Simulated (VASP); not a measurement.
The system is Cd.

```
Cd
1.0
     0.00000    3.04000    3.04000
     3.04000    0.00000    3.04000
     3.04000    3.04000    0.00000
Cd
2
Direct
  0.00000 0.00000 0.00000
  0.25000 0.25000 0.25000
```

This isn't the form of Cd at room conditions, which is hcp.

- Program: VASP 6.6.1
- Task: relaxation of cell and atoms
- Functional: PBE
- Potentials or basis: VASP PAW PBE potentials, release 64 (Cd_sv_GW)
- Cutoff: 630 eV
- k mesh: 6 × 6 × 6
- Occupations: gaussian, width 0.1 eV
- Spin: no spin polarisation

At the start: pressure 9.9 GPa; volume 28.09 Å³/atom.

Task: How do energy, volume and symmetry change on relaxing?

Result: Over 3 steps the energy falls by 187.1 meV/atom and the volume is 35.47 Å³/atom (+26.2 %); space group Fd-3m (No. 227, to 0.1 Å) before and after.

The path:
```csv
step,energy change (eV),largest force (eV/Å),pressure (GPa),volume (Å³)
1,0.0000,0.0000,9.88,56.19
2,-0.3739,0.0000,-0.18,71.49
3,-0.3742,0.0000,0.01,70.94
```

Final structure:
```
Cd
1.0
     0.00000    3.28559    3.28559
     3.28559    0.00000    3.28559
     3.28559    3.28559    0.00000
Cd
2
Cartesian
  0.0000 0.0000 0.0000
  1.6428 1.6428 1.6428
```

Caveat: the volume moved by over 15 % at a fixed basis, so the end points are rough.
